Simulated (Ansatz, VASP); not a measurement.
Two plane-wave programs on Bi

The input INCAR:

```
SYSTEM = Bi
PREC = Accurate
ENCUT = 600
EDIFF = 1E-6
ISMEAR = -1
SIGMA = 0.1
LREAL = .False.
LASPH = .True.
NELM = 100
ALGO = Normal
ISIF = 3
LWAVE = .False.
LCHARG = .False.
GGA = CA
IBRION = 2
NSW = 80
EDIFFG = -0.01
```

The input KPOINTS:

```
regular mesh
0
Gamma
  10 10 6
  0 0 0
```

POSCAR

```
Bi
1.0
    3.5579831475      0.0000000000      0.0000000000
   -1.7789915738      3.0813037920      0.0000000000
    0.0000000000      0.0000000000      5.8101864799
Bi
2
Direct
    0.3333333333      0.6666666667      0.2500000000
    0.6666666667      0.3333333333      0.7500000000
```

Input for Ansatz:

```yaml
crystal:
  lattice:
    - [3.5579831475, 0.0, 0.0]
    - [-1.7789915738, 3.081303792, 0.0]
    - [0.0, 0.0, 5.8101864799]
  atoms:
    - { symbol: Bi, position: [0.3333333333, 0.6666666667, 0.25] }
    - { symbol: Bi, position: [0.6666666667, 0.3333333333, 0.75] }
hamiltonian:
  xc: lda
  pseudopotentials:
    kind: paw
    azcp:
      Bi: "pseudopotentials/Bi.paw.azcp"
basis:
  ecutwfc: 420
  fft_grid_basis: typed
kpoints:
  mp_grid: { grid: [10, 10, 6], shift: [0, 0, 0] }
magnetization:
  spin_polarized: false
scf:
  occupations: { method: fermi_dirac, width: 0.1 }
relax:
  max_steps: 60
  f_tol: 0.01
  cell: {}
```

Alike in both runs: task relaxation of cell and atoms; functional LDA; k mesh 10 × 10 × 6; occupations fermi-dirac, width 0.1 eV; no spin polarisation.

```csv
,VASP,Ansatz
version,VASP 6.6.1,Ansatz 0.2.0
potentials or method,"VASP PAW LDA potentials, release 64 (Bi_d), cutoff 600 eV","plane waves (420 eV) with PAW, scalar-relativistic"
valence electrons in the cell,30,30
```

```csv
,VASP,Ansatz,Ansatz less VASP
relaxed volume (Å³/atom),29.46,29.38,-0.079
relaxed cell length with the largest relative difference (Å),3.463,3.459,-0.0038
```

Ansatz warns that its potentials were made for another functional, while VASP's fit it. LDA's correlation is that of Perdew and Zunger in VASP and of Perdew and Wang (1992) in Ansatz.

Neither program's run includes spin-orbit coupling.
